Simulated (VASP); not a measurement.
# SiO2 (I4/mmm) in VASP: further runs, part 2 of 2

VASP 6.6.1.

### Step 4. Single point, LDA

This run uses another cell than the first one, of 17.25 Å³/atom.

Contents of INCAR:

```
SYSTEM = SiO2
PREC = Accurate
ENCUT = 520
EDIFF = 1E-6
ISMEAR = -1
SIGMA = 0.05
LREAL = .False.
LASPH = .True.
NELM = 60
ALGO = Normal
ISIF = 2
LWAVE = .False.
LCHARG = .False.
NBANDS = 44
```

Contents of KPOINTS:

```
Automatic mesh
0
Gamma
  6 6 6
  0 0 0
```

Contents of POSCAR:

```
SiO2
1.0
   -4.4552625778      4.4552625778      2.6074294674
    4.4552625778     -4.4552625778      2.6074294674
    4.4552625778      4.4552625778     -2.6074294674
Si O
4 8
Direct
    0.8230560369      0.8230560369      0.6461120739
    0.1769439631      0.8230560369      0.0000000000
    0.8230560369      0.1769439631      0.0000000000
    0.1769439631      0.1769439631      0.3538879261
    0.0000000000      0.7910527746      0.7910527746
    0.2089472254      0.0000000000      0.2089472254
    0.7910527746      0.0000000000      0.7910527746
    0.0000000000      0.2089472254      0.2089472254
    0.0000000000      0.0000000000      0.5000000000
    0.5000000000      0.0000000000      0.0000000000
    0.0000000000      0.5000000000      0.0000000000
    0.5000000000      0.5000000000      0.5000000000
```

Potentials or basis: VASP PAW LDA potentials, release 64 (Si, O).

Launch:

```sh
$ cat potpaw_LDA.64/Si/POTCAR potpaw_LDA.64/O/POTCAR > POTCAR
$ mpirun -np 1 vasp_std > vasp.out
```

OUTCAR:

```text
SYSTEM = SiO2
   PREC = Accurate
   ENCUT = 520
   EDIFF = 1E-6
   ISMEAR = -1
   LREAL = .False.
   LASPH = .True.
   NELM = 60
   ISIF = 2

 ion  position               nearest neighbor table
   1  0.823  0.823  0.646-  12 1.60   9 1.60   5 1.60   7 1.60
   2  0.177  0.823  0.000-  10 1.60  11 1.60   5 1.60   6 1.60
   3  0.823  0.177  0.000-  10 1.60  11 1.60   7 1.60   8 1.60
   4  0.177  0.177  0.354-  12 1.60   9 1.60   6 1.60   8 1.60
   5  0.000  0.791  0.791-   1 1.60   2 1.60
   6  0.209  0.000  0.209-   4 1.60   2 1.60
   7  0.791  0.000  0.791-   1 1.60   3 1.60
   8  0.000  0.209  0.209-   4 1.60   3 1.60
   9  0.000  0.000  0.500-   1 1.60   4 1.60
  10  0.500  0.000  0.000-   2 1.60   3 1.60
  11  0.000  0.500  0.000-   2 1.60   3 1.60
  12  0.500  0.500  0.500-   1 1.60   4 1.60

  LATTYP: Found a body centered tetragonal cell.
 ALAT       =     8.9105251556
 C/A-ratio  =     0.5852470919

  Lattice vectors:

 A1 = (  -4.4552625778,   4.4552625778,   2.6074294674)
 A2 = (   4.4552625778,  -4.4552625778,   2.6074294674)
 A3 = (   4.4552625778,   4.4552625778,  -2.6074294674)

Analysis of symmetry for initial positions (statically):
=====================================================================
 Subroutine PRICEL returns:
 Original cell was already a primitive cell.

 Routine SETGRP: Setting up the symmetry group for a
 body centered tetragonal supercell.

 Subroutine GETGRP returns: Found 16 space group operations
 (whereof 16 operations were pure point group operations)
 out of a pool of 16 trial point group operations.

The static configuration has the point symmetry D_4h.

Analysis of symmetry for dynamics (positions and initial velocities):
=====================================================================
 Subroutine PRICEL returns:
 Original cell was already a primitive cell.

 Routine SETGRP: Setting up the symmetry group for a
 body centered tetragonal supercell.

[... 153 lines left out ...]
   LEPSILON=     F    determine dielectric tensor
   LRPA    =     F    only Hartree local field effects (RPA)
 non-spin polarized calculation
  energy-cutoff  :      520.00
  volume of cell :      207.02
 maximum number of plane-waves:      5605
 NGX is ok and might be reduce to    54
   NGX = 25   NGY = 25   NGZ = 25

 number of electron      64.0000006 magnetization

 Free energy of the ion-electron system (eV)
  ---------------------------------------------------
  ext. energy  EPLUGINS =         0.00000000
  ---------------------------------------------------
  free energy    TOTEN  =      -103.62146180 eV

  energy without entropy =     -103.62146180  energy(sigma->0) =     -103.62146180

 E-fermi :  -0.0876     XC(G=0):  -7.8366

 val. band max:       -1.2584427219   @ k =   0.5000   0.5000   0.5000
 cond. band min:       4.0823668141   @ k =   0.0000   0.0000   0.0000
 fundamental gap:      5.3408095361
 Fermi energy:        -0.0875842932

 k-point     1 :       0.0000    0.0000    0.0000
  band No.  band energies     occupation
      1     -20.5433      2.00000
      2     -19.6369      2.00000
      3     -19.0855      2.00000
      4     -19.0855      2.00000
      5     -18.4428      2.00000
      6     -18.4052      2.00000
[... 1117 lines left out ...]
     43       9.6454      0.00000
     44       9.8108      0.00000

 [... further k-points ...]

------------------------ aborting loop because EDIFF is reached ----------------------------------------

  FORCE on cell =-STRESS in cart. coord.  units (eV):
  Direction    XX          YY          ZZ          XY          YZ          ZX
  --------------------------------------------------------------------------------------
  -------------------------------------------------------------------------------------
  Total        0.5576888      0.5576888      0.5459591      0.0000000      0.0000000     -0.0000000
  in kB        4.3160187      4.3160187      4.2252412      0.0000000      0.0000000     -0.0000000
  external PRESSURE =       4.2857595 kB  Pullay stress =       0.0000000 kB

 VOLUME and BASIS-vectors are now :
 -----------------------------------------------------------------------------
  energy-cutoff  :      520.00
  volume of cell :      207.02
      direct lattice vectors                 reciprocal lattice vectors
    -4.455262578  4.455262578  2.607429467     0.000000000  0.112226831  0.191759741
     4.455262578 -4.455262578  2.607429467     0.112226831  0.000000000  0.191759741
     4.455262578  4.455262578 -2.607429467     0.112226831  0.112226831  0.000000000

 POSITION                                       TOTAL-FORCE (eV/Angst)
 -----------------------------------------------------------------------------------
      2.87860      2.87860      2.60743        -0.019269     -0.019269      0.000000
      2.87860     -2.87860      2.60743        -0.019269      0.019269     -0.000000
     -2.87860      2.87860      2.60743         0.019269     -0.019269     -0.000000
      1.57666      1.57666      0.00000         0.019269      0.019269     -0.000000
      7.04870      0.00000      0.00000        -0.003060     -0.000000     -0.000000
      0.00000      1.86183      0.00000         0.000000      0.003060     -0.000000
      0.00000      7.04870      0.00000         0.000000     -0.003060     -0.000000
      1.86183      0.00000      0.00000         0.003060     -0.000000     -0.000000
      2.22763      2.22763     -1.30371         0.000000     -0.000000     -0.000000
     -2.22763      2.22763      1.30371         0.000000     -0.000000     -0.000000
      2.22763     -2.22763      1.30371         0.000000     -0.000000     -0.000000
      2.22763      2.22763      1.30371         0.000000     -0.000000     -0.000000
 -----------------------------------------------------------------------------------
    total drift:                               -0.000000     -0.000000     -0.000000

  FREE ENERGIE OF THE ION-ELECTRON SYSTEM (eV)
  ---------------------------------------------------
  free  energy   TOTEN  =      -103.6214617980 eV

  energy  without entropy=     -103.6214617980  energy(sigma->0) =     -103.62146180
```

OSZICAR:

```text
N       E                     dE             d eps       ncg     rms          rms(c)
DAV:   1     0.443575086208E+03    0.44358E+03   -0.31880E+04  2640   0.130E+03
DAV:   2    -0.768534578554E+02   -0.52043E+03   -0.50002E+03  3456   0.311E+02
DAV:   3    -0.117449642999E+03   -0.40596E+02   -0.40380E+02  3208   0.930E+01
DAV:   4    -0.118063817574E+03   -0.61417E+00   -0.61305E+00  3312   0.127E+01
DAV:   5    -0.118075924377E+03   -0.12107E-01   -0.12099E-01  3216   0.172E+00    0.310E+01
DAV:   6    -0.104071248501E+03    0.14005E+02   -0.54805E+01  2976   0.333E+01    0.152E+01
DAV:   7    -0.103789049490E+03    0.28220E+00   -0.15419E+00  3184   0.497E+00    0.530E+00
DAV:   8    -0.103641648911E+03    0.14740E+00   -0.88395E-02  3252   0.169E+00    0.200E+00
DAV:   9    -0.103615521147E+03    0.26128E-01   -0.39815E-02  3320   0.110E+00    0.362E-01
DAV:  10    -0.103620876846E+03   -0.53557E-02   -0.54896E-03  2872   0.334E-01    0.138E-01
DAV:  11    -0.103621381258E+03   -0.50441E-03   -0.25236E-03  3132   0.260E-01    0.527E-02
DAV:  12    -0.103621429657E+03   -0.48399E-04   -0.15326E-04  2984   0.647E-02    0.332E-02
DAV:  13    -0.103621455590E+03   -0.25933E-04   -0.20723E-05  3004   0.236E-02    0.121E-02
DAV:  14    -0.103621461684E+03   -0.60937E-05   -0.53599E-06  2960   0.111E-02    0.362E-03
DAV:  15    -0.103621461798E+03   -0.11410E-06   -0.55201E-07  2268   0.483E-03
   1 F= -.10362146E+03 E0= -.10362146E+03  d E =-.221080E-10
```

stdout:

```text
POSCAR found type information on POSCAR SiO
 POSCAR found :  2 types and      12 ions
 scaLAPACK will be used
 LDA part: xc-table for (Slater(with rela. corr.)+CA(PZ))
 , standard interpolation
 POSCAR, INCAR and KPOINTS ok, starting setup
 FFT: planning ... GRIDC
 FFT: planning ... GRID_SOFT
 FFT: planning ... GRID
 WAVECAR not read
 entering main loop
```

Run time: 11 min. Hardware: 1 thread of Oxide Virtual Turin-like, shared host; peak memory 0.37 GiB.

Results:

```yaml
Free_energy: -103.6215 eV
Pressure: 0.4 GPa
Largest_force: 0.027 eV/Å
Band_gap_on_the_k_mesh: 5.34 eV
```

Forces in eV/Å, atoms in the order of the input:
```
Si  -0.019 -0.019  0.000
Si  -0.019  0.019  0.000
Si   0.019 -0.019  0.000
Si   0.019  0.019  0.000
O   -0.003  0.000  0.000
O    0.000  0.003  0.000
O    0.000 -0.003  0.000
O    0.003  0.000  0.000
O    0.000  0.000  0.000
O    0.000  0.000  0.000
O    0.000  0.000  0.000
O    0.000  0.000  0.000
```

A k mesh can miss the band edges.

### Step 5. Single point, r2SCAN

This run uses another cell than the first one, of 17.42 Å³/atom.

Contents of POSCAR:

```
SiO2
1.0
   -4.4695578469      4.4695578469      2.6157517181
    4.4695578469     -4.4695578469      2.6157517181
    4.4695578469      4.4695578469     -2.6157517181
Si O
4 8
Direct
    0.8230352567      0.8230352567      0.6460705135
    0.1769647433      0.8230352567      0.0000000000
    0.8230352567      0.1769647433      0.0000000000
    0.1769647433      0.1769647433      0.3539294865
    0.0000000000      0.7912401523      0.7912401523
    0.2087598477      0.0000000000      0.2087598477
    0.7912401523      0.0000000000      0.7912401523
    0.0000000000      0.2087598477      0.2087598477
    0.0000000000      0.0000000000      0.5000000000
    0.5000000000      0.0000000000      0.0000000000
    0.0000000000      0.5000000000      0.0000000000
    0.5000000000      0.5000000000      0.5000000000
```

Contents of INCAR.step1:

```
PREC = Accurate ; ENCUT = 520
ISMEAR = -1 ; SIGMA = 0.05
LREAL = False ; LASPH = True
NELM = 100 ; NBANDS = 44
GGA = PE ; ALGO = Normal
EDIFF = 1E-4 ; LWAVE = True
LCHARG = False
```

Contents of INCAR.step2:

```
PREC = Accurate ; ENCUT = 520
EDIFF = 1E-6 ; ISMEAR = -1
SIGMA = 0.05 ; LREAL = False
LASPH = True ; NELM = 100
ALGO = Normal ; ISIF = 2
LWAVE = False ; LCHARG = False
METAGGA = R2SCAN ; LMIXTAU = True
NBANDS = 44 ; ISTART = 1
```

Contents of KPOINTS:

```
regular mesh
0
Gamma
  6 6 6
```

Potentials or basis: VASP PAW PBE potentials, release 64 (Si, O).

Launch:

```sh
$ cat potpaw_PBE.64/Si/POTCAR potpaw_PBE.64/O/POTCAR > POTCAR
$ cp INCAR.step1 INCAR
$ mpirun -np 1 vasp_std > vasp.out
$ cp INCAR.step2 INCAR
$ mpirun -np 1 vasp_std > vasp.out
```

Run time: 53 min. Hardware: 1 thread of Oxide Virtual Turin-like, shared host; peak memory 0.5 GiB.

The run converged. Its results:

- Free energy: -119.0235 eV
- Pressure: 0.1 GPa
- Largest force: 0.029 eV/Å
- Band gap on the k mesh: 6.07 eV

Forces on the atoms (eV/Å):
```
Si  -0.021 -0.021  0.000
Si  -0.021  0.021  0.000
Si   0.021 -0.021  0.000
Si   0.021  0.021  0.000
O    0.003  0.000  0.000
O    0.000 -0.003  0.000
O    0.000  0.003  0.000
O   -0.003  0.000  0.000
O    0.000  0.000  0.000
O    0.000  0.000  0.000
O    0.000  0.000  0.000
O    0.000  0.000  0.000
```

Levels at points of the mesh, in eV from the valence-band top:
| k point | band 29 | band 30 | band 31 | band 32 | band 33 | band 34 | band 35 | band 36 |
| --- | --- | --- | --- | --- | --- | --- | --- | --- |
| (0.00, 0.00, 0.00) | -0.82 | -0.68 | -0.02 | 0.00 | 6.07 | 8.98 | 9.55 | 9.86 |
| (0.50, 0.00, 0.00) | -1.11 | -0.78 | -0.59 | -0.25 | 8.27 | 8.43 | 9.31 | 9.94 |
| (0.50, 0.50, 0.00) | -0.46 | -0.38 | -0.38 | -0.24 | 7.19 | 7.62 | 9.53 | 9.85 |
| (0.50, 0.50, 0.50) | -1.03 | -0.17 | 0.00 | 0.00 | 8.12 | 8.46 | 8.46 | 8.66 |

Caveat: the PAW data sets were made with another functional, which shifts forces and pressure a little.

### Step 6. Overview

| level | potentials or basis | cell | gap on the mesh (eV) | pressure (GPa) | largest force (eV/Å) |
| --- | --- | --- | --- | --- | --- |
| PBEsol | VASP PAW PBE potentials, release 64 (Si, O) | a = 6.866 Å, angles 98.4, 98.4, 135.0°, 12 atoms, atomic positions A | 5.47 | 0.4 | 0.03 |
| r2SCAN | VASP PAW PBE potentials, release 64 (Si, O) | a = 6.841 Å, angles 98.4, 98.4, 135.0°, 12 atoms, atomic positions B | 6.07 | 0.1 | 0.03 |
| LDA | VASP PAW LDA potentials, release 64 (Si, O) | a = 6.819 Å, angles 98.4, 98.4, 135.0°, 12 atoms, atomic positions C | 5.34 | 0.4 | 0.03 |

Alike in all rows: task single point; no spin polarisation; k mesh 6 × 6 × 6; cutoff (eV) 520; smearing fermi-dirac 0.05 eV.

Caveats: the PAW data sets were made with another functional, which shifts forces and pressure a little (at least some runs).

Total energies depend on the potentials used, so only differences within one code and one set of settings carry meaning.
